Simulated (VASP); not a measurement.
# Tl (P6_3/mmc) in VASP: further runs

Tl is run at these levels: LDA; tasks: electric field gradients, single point.

All numbers are computed with VASP 6.6.1; they aren't measurements. Logs are shortened: lines on timing, memory, paths and dates and some standing lists are left out, and cuts for length are marked.

**1. The cell of the first run**

Symmetry: P6_3/mmc, No. 194, hexagonal system. Conventional cell: a = 3.467 Å, b = 3.467 Å, c = 5.543 Å, α = 90.00°, β = 90.00°, γ = 120.00°. Tl (site symmetry -6m2) has 12 Tl at 3.42 to 3.47 Å within 4.5 Å.

**2. Electric field gradients, LDA (28.86 Å³/atom)**

INCAR reads:

```
SYSTEM = Tl
PREC     = Accurate       ! precision mode
ENCUT    = 520            ! plane-wave cutoff, eV
EDIFF    = 1E-8           ! SCF threshold, eV
ISMEAR   = -1             ! smearing method
SIGMA    = 0.05           ! smearing width, eV
LREAL    = .FALSE.        ! projectors in reciprocal space
LASPH    = .TRUE.         ! aspherical terms in the spheres
NELM     = 100            ! most SCF steps
ALGO     = Normal         ! electronic algorithm
ISIF     = 2              ! what is computed and relaxed
LWAVE    = .FALSE.        ! write WAVECAR
LCHARG   = .FALSE.        ! write CHGCAR
LEFG     = .TRUE.       
NBANDS   = 20             ! bands
```

KPOINTS reads:

```
regular mesh
0
G
  11 11 6
  0 0 0
```

POSCAR reads:

```
Tl
1.0
    3.4674801630      0.0000000000      0.0000000000
   -1.7337400815      3.0029259083      0.0000000000
    0.0000000000      0.0000000000      5.5433556166
Tl
2
Direct
    0.3333333333      0.6666666667      0.2500000000
    0.6666666667      0.3333333333      0.7500000000
```

Potentials or basis: VASP PAW LDA potentials, release 64 (Tl_d).

Started as:

```console
$ cat potpaw_LDA.64/Tl_d/POTCAR > POTCAR
$ mpirun -np 1 vasp_std > vasp.out
```

OUTCAR:

```text
SYSTEM = Tl
   PREC = Accurate
   ENCUT = 520
   EDIFF = 1E-8
   ISMEAR = -1
   LREAL = .FALSE.
   LASPH = .TRUE.
   NELM = 100
   ISIF = 2

 ion  position               nearest neighbor table
   1  0.333  0.667  0.250-   2 3.42   2 3.42   2 3.42   2 3.42   2 3.42   2 3.42
   2  0.667  0.333  0.750-   1 3.42   1 3.42   1 3.42   1 3.42   1 3.42   1 3.42

  LATTYP: Found a hexagonal cell.
 ALAT       =     3.4674801630
 C/A-ratio  =     1.5986697417

  Lattice vectors:

 A1 = (   3.4674801630,   0.0000000000,   0.0000000000)
 A2 = (  -1.7337400815,   3.0029259083,   0.0000000000)
 A3 = (   0.0000000000,   0.0000000000,   5.5433556166)

Analysis of symmetry for initial positions (statically):
=====================================================================
 Subroutine PRICEL returns:
 Original cell was already a primitive cell.

 Routine SETGRP: Setting up the symmetry group for a
 hexagonal supercell.

 Subroutine GETGRP returns: Found 24 space group operations
 (whereof 12 operations were pure point group operations)
 out of a pool of 24 trial point group operations.

The static configuration has the point symmetry D_3d.
 The point group associated with its full space group is D_6h.

Analysis of symmetry for dynamics (positions and initial velocities):
=====================================================================
 Subroutine PRICEL returns:
 Original cell was already a primitive cell.

 Routine SETGRP: Setting up the symmetry group for a
 hexagonal supercell.

 Subroutine GETGRP returns: Found 24 space group operations
 (whereof 12 operations were pure point group operations)
 out of a pool of 24 trial point group operations.

The dynamic configuration has the point symmetry D_3d.
 The point group associated with its full space group is D_6h.

 Subroutine INISYM returns: Found 24 space group operations
 (whereof 12 operations are pure point group operations),
 and found     1 'primitive' translations

----------------------------------------------------------------------------------------

                                     Primitive cell

  volume of cell :      57.7207

  direct lattice vectors                    reciprocal lattice vectors
     3.467480163  0.000000000  0.000000000     0.288393863  0.166504275  0.000000000
    -1.733740081  3.002925908  0.000000000     0.000000000  0.333008549  0.000000000
     0.000000000  0.000000000  5.543355617     0.000000000  0.000000000  0.180396148

  length of vectors
     3.467480163  3.467480163  5.543355617     0.333008549  0.333008549  0.180396148

  position of ions in fractional coordinates (direct lattice)
     0.333333333  0.666666667  0.250000000
     0.666666667  0.333333333  0.750000000

  ion indices of the primitive-cell ions
   primitive index   ion index
                 1           1
                 2           2

----------------------------------------------------------------------------------------

 KPOINTS: regular mesh

Automatic generation of k-mesh.
 Grid dimensions read from file:
 generate k-points for:   11   11    6

 Generating k-lattice:

  Cartesian coordinates                     Fractional coordinates (reciprocal lattice)
     0.026217624  0.015136752  0.000000000     0.090909091  0.000000000  0.000000000
     0.000000000  0.030273504  0.000000000     0.000000000  0.090909091  0.000000000
     0.000000000  0.000000000  0.030066025     0.000000000  0.000000000  0.166666667

  Length of vectors
     0.030273504  0.030273504  0.030066025

  Shift w.r.t. Gamma in fractional coordinates (k-lattice)
     0.000000000  0.000000000  0.000000000

 Subroutine IBZKPT returns following result:
 ===========================================

 Found     64 irreducible k-points:

 Following reciprocal coordinates:
            Coordinates               Weight
  0.000000  0.000000  0.000000      1.000000
  0.090909  0.000000  0.000000      6.000000
  0.181818 -0.000000  0.000000      6.000000
  0.272727  0.000000  0.000000      6.000000
  0.363636 -0.000000  0.000000      6.000000
  0.454545  0.000000  0.000000      6.000000
[... 16 lines left out ...]
  0.090909  0.090909  0.166667     12.000000
  0.181818  0.090909  0.166667     24.000000
 [... further k-points ...]
   k-points           NKPTS =     64   k-points in BZ     NKDIM =     64   number of bands    NBANDS=     20
   number of dos      NEDOS =    301   number of ions     NIONS =      2
   total plane-waves  NPLWV =  32928
   dimension x,y,z NGX =    28 NGY =   28 NGZ =   42
   dimension x,y,z NGXF=    56 NGYF=   56 NGZF=   84
   ions per type =               2
   NGX,Y,Z   is equivalent  to a cutoff of  13.42, 13.42, 12.60 a.u.
   NGXF,Y,Z  is equivalent  to a cutoff of  26.85, 26.85, 25.19 a.u.
 SYSTEM =  Tl
   PREC   = accura    normal or accurate (medium, high low for compatibility)
   ISTART =      0    job   : 0-new  1-cont  2-samecut
   ICHARG =      2    charge: 1-file 2-atom 10-const
   ISPIN  =      1    spin polarized calculation?
   LNONCOLLINEAR =      F non collinear calculations
   LSORBIT =      F    spin-orbit coupling
   LASPH  =      T    aspherical Exc in radial PAW
   ENCUT  =  520.0 eV  38.22 Ry    6.18 a.u.   6.45  6.45 10.31*2*pi/ulx,y,z
   NELM   =    100;   NELMIN=  2; NELMDL= -5     # of ELM steps
   EDIFF  = 0.1E-07   stopping-criterion for ELM
   LREAL  =      F    real-space projection
   EDIFFG = 0.1E-06   stopping-criterion for IOM
   NSW    =      0    number of steps for IOM
   IBRION =     -1    ionic relax: 0-MD 1-quasi-New 2-CG
   NFREE  =      0    steps in history (QN), initial steepest desc. (CG)
   ISIF   =      2    stress and relaxation
   ISYM   =      2    0-nonsym 1-usesym 2-fastsym
   POTIM  = 0.5000    time-step for ionic-motion
   TEBEG  =    0.0;   TEEND  =   0.0 temperature during run
   PSTRESS=    0.0 pullay stress
   NELECT =      26.0000    total number of electrons
   NUPDOWN=      -1.0000    fix difference up-down
   EMIN   =  10.00;   EMAX   =-10.00  energy-range for DOS
   EFERMI =   0.00;   METHOD = LEGACY
   ISMEAR =    -1;   SIGMA  =   0.05  broadening in eV -4-tet -1-fermi 0-gaus
   EFERMI_NEDOS =   21; number of points for ismear=-14 and -15
   IALGO  =     38    algorithm
   IMIX   =      4    mixing-type and parameters
     AMIX     =   0.40;   BMIX     =  1.00
     AMIX_MAG =   1.60;   BMIX_MAG =  1.00
  volume/ion in A,a.u.               =      28.86       194.76
  Fermi-wavevector in a.u.,A,eV,Ry     =   1.254938  2.371488 21.427389  1.574869
  Thomas-Fermi vector in A             =   2.388719
   LORBIT       =      0    0 simple, 1 ext, 2 COOP (PROOUT), +10 PAW based schemes
   GGA     = CA    functional components
   LHFCALC =     F    Hartree Fock is set to
   AEXX    =    0.0000 exact exchange contribution
   IVDW    =     0    specifies the selected vdW correction
   LEPSILON=     F    determine dielectric tensor
   LRPA    =     F    only Hartree local field effects (RPA)
 non-spin polarized calculation
  energy-cutoff  :      520.00
  volume of cell :       57.72
 maximum number of plane-waves:      1573
 NGX is ok and might be reduce to    28
   NGX = 13   NGY = 13   NGZ = 21

 number of electron      26.0000003 magnetization

 Free energy of the ion-electron system (eV)
  ---------------------------------------------------
  ext. energy  EPLUGINS =         0.00000000
  ---------------------------------------------------
  free energy    TOTEN  =        -5.85869775 eV

  energy without entropy =       -5.84920460  energy(sigma->0) =       -5.85395117

 E-fermi :   6.1394     XC(G=0): -10.4591

 val. band max:        6.1209960133   @ k =   0.4545   0.0909   0.1667
 cond. band min:       6.1432252578   @ k =   0.2727   0.1818   0.5000
 fundamental gap:      0.0222292445
 Fermi energy:         6.1394166949

 k-point     1 :       0.0000    0.0000    0.0000
  band No.  band energies     occupation
      1      -5.5497      2.00000
      2      -5.3240      2.00000
      3      -5.3057      2.00000
      4      -5.3057      2.00000
      5      -5.2530      2.00000
      6      -5.2530      2.00000
[... 12 lines left out ...]
     19      16.9647      0.00000
     20      17.0061      0.00000

 k-point     2 :       0.0909    0.0000    0.0000
  band No.  band energies     occupation
      1      -5.5231      2.00000
      2      -5.3566      2.00000
      3      -5.2708      2.00000
      4      -5.2672      2.00000
      5      -5.2527      2.00000
      6      -5.2205      2.00000
[... 498 lines left out ...]
 k-point    24 :       0.1818    0.0909    0.1667
  band No.  band energies     occupation
      1      -5.4883      2.00000
      2      -5.3883      2.00000
      3      -5.3391      2.00000
      4      -5.2750      2.00000
      5      -5.2540      2.00000
      6      -5.1291      2.00000
[... 12 lines left out ...]
     19      16.2895      0.00000
     20      17.1424      0.00000

 [... further k-points ...]
[... 5 lines left out ...]
  --------------------------------------------------------------------------------------
  -------------------------------------------------------------------------------------
  Total       -0.7324132     -0.7324132     -0.7605213      0.0000000     -0.0000000      0.0000000
  in kB      -20.3299073    -20.3299073    -21.1101164      0.0000000     -0.0000000      0.0000000
  external PRESSURE =     -20.5899770 kB  Pullay stress =       0.0000000 kB

 VOLUME and BASIS-vectors are now :
 -----------------------------------------------------------------------------
  energy-cutoff  :      520.00
  volume of cell :       57.72
      direct lattice vectors                 reciprocal lattice vectors
     3.467480163  0.000000000  0.000000000     0.288393863  0.166504275  0.000000000
    -1.733740081  3.002925908  0.000000000     0.000000000  0.333008549  0.000000000
     0.000000000  0.000000000  5.543355617     0.000000000  0.000000000  0.180396148

 POSITION                                       TOTAL-FORCE (eV/Angst)
 -----------------------------------------------------------------------------------
     -0.00000      2.00195      1.38584         0.000000     -0.000000      0.000000
      1.73374      1.00098      4.15752        -0.000000      0.000000      0.000000
 -----------------------------------------------------------------------------------
    total drift:                               -0.000000      0.000000     -0.000000

  FREE ENERGIE OF THE ION-ELECTRON SYSTEM (eV)
  ---------------------------------------------------
  free  energy   TOTEN  =        -5.8586977493 eV

  energy  without entropy=       -5.8492045959  energy(sigma->0) =       -5.85395117

 Electric field gradients (V/A^2)
---------------------------------------------------------------------
 ion       V_xx      V_yy      V_zz      V_xy      V_xz      V_yz
---------------------------------------------------------------------
   1      11.265    11.265   -22.530    -0.000     0.000    -0.000
   2      11.265    11.265   -22.530    -0.000    -0.000     0.000
---------------------------------------------------------------------

 Electric field gradients after diagonalization (V/A^2)
 (convention: |V_zz| > |V_xx| > |V_yy|)
----------------------------------------------------------------------
 ion       V_xx      V_yy      V_zz     asymmetry (V_yy - V_xx)/ V_zz
----------------------------------------------------------------------
   1      11.265    11.265   -22.530       0.000
   2      11.265    11.265   -22.530       0.000
----------------------------------------------------------------------

           NMR quadrupolar parameters

 Cq : quadrupolar parameter    Cq=e*Q*V_zz/h
 eta: asymmetry parameters     (V_yy - V_xx)/ V_zz
 Q  : nuclear electric quadrupole moment in mb (millibarn)
----------------------------------------------------------------------
 ion       Cq(MHz)       eta       Q (mb)
----------------------------------------------------------------------
   1      -0.054       0.000       1.000
   2      -0.054       0.000       1.000
----------------------------------------------------------------------
```

It took 48 s on 1 thread of Intel Xeon Platinum 8259CL at 2.50GHz (Skylake/Cascade Lake), shared host; peak memory 0.19 GiB.

What came out:

- Free energy: -5.8587 eV
- Pressure: -2.1 GPa
- Band gap on the k mesh: zero (bands 13 and 14 overlap by 5.57 eV)
- Largest electric field gradient by atom: Tl -22.5 V/Å²

Electric field gradients, principal values (V/Å²):
| atom | least | middle | greatest (by size) |
| --- | --- | --- | --- |
| 1 Tl | 11.265 | 11.265 | -22.530 |
| 2 Tl | 11.265 | 11.265 | -22.530 |

Caveat: without QUAD_EFG the Cq values of the log hold for a quadrupole moment of 1 mb, not for the nuclei; spin-orbit coupling is left out, which moves the levels of the heavy elements.

[end of part 1 of 3]

The gap in the log of VASP goes by the Fermi energy; the results here count the filled bands.